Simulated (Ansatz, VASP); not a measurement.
# Ti4C3: VASP beside Ansatz

```xyz
7
Lattice="0.0000 3.9280 3.9280 3.9280 0.0000 3.9280 3.9280 3.9280 0.0000" Properties=species:S:1:pos:R:3 pbc="T T T"
Ti    2.8680    2.8680    2.8680
Ti    4.9881    4.9881    2.8680
Ti    4.9881    2.8680    4.9881
Ti    2.8680    4.9881    4.9881
C     5.8921    5.8921    5.8921
C     0.0000    0.0000    0.0000
C     3.9280    3.9280    3.9280
```

Alike in both runs: functional PBE; k mesh 4 × 4 × 4; occupations gaussian, width 0.2 eV; no spin polarisation.

Ansatz relaxed the structure, and its values are those at the end. VASP's run is a single point on that final structure, the one shown.

```csv
,VASP,Ansatz
version,VASP 6.6.1,Ansatz 0.2.0
potentials or method,"VASP PAW PBE potentials, release 64 (Ti_sv, C), cutoff 600 eV","scalar-relativistic, plane waves, PAW"
valence electrons in the cell,60,60
```

|  | VASP | Ansatz | Ansatz less VASP |
| --- | --- | --- | --- |
| gap on the k mesh at the Fermi level (eV) | none | none | - |
| pressure (GPa) | 0.3 | 0.3 | +0.02 |
| rms of the force components (eV/Å) | 0.021 | 0.007 | -0.0141 |

A gap of «none» marks a metal or a gap that the smearing closes.
